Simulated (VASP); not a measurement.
Wanted: the native input for a VASP 6.6.1 run.

* Task: single point
* Functional: PBEsol
* Potentials or basis: VASP PAW PBE potentials, release 64 (P)
* Cutoff: 500 eV
* k mesh: 10 × 10 × 9
* Occupations: fermi-dirac, width 0.08 eV
* Spin: no spin polarisation
* Dipole correction: no
* Further INCAR settings: ALGO = Normal; EDIFF = 1e-06; NBANDS = 8

The structure of P lies in POSCAR:

```
P
1.0
    4.2729048574      0.0000000000      0.0000000000
    0.0000000000      4.2729048574      0.0000000000
    0.0000000000      0.0000000000      4.3342200000
P
1
Direct
    0.0000000000      0.0000000000      0.0000000000
```

This cell differs from its parent crystal: zz strain of -1 %.

One way to write it, as run:

INCAR

```
  ALGO = Normal
  EDIFF = 1E-6
  ENCUT = 500
  GGA = PS
  GGA_COMPAT = F
  ISIF = 2
  ISMEAR = -1
  LASPH = T
  LCHARG = F
  LREAL = F
  LWAVE = F
  NBANDS = 8
  NELM = 120
  PREC = Accurate
  SIGMA = 0.08
```

KPOINTS

```
k-points
0
Gamma
  10 10 9
```

Potentials or basis: VASP PAW PBE potentials, release 64 (P).

Launch:

```console
$ cat potpaw_PBE.64/P/POTCAR > POTCAR
$ mpirun -np 1 vasp_std > vasp.out
```

Results of the run:

- Pressure: -3.9 GPa
- Band gap on the k mesh: zero (an odd number of electrons rules out a gap without spin polarisation)

Caveat: the cell differs from its parent crystal (zz strain of -1 %); the cell stands under tension; the PAW data sets were made with another functional, which shifts forces and pressure a little.

Wall time 12 s on 1 thread of Intel(R) Xeon(R) 6975P-C (Granite Rapids), with other jobs on the host, peak memory 0.19 GiB.
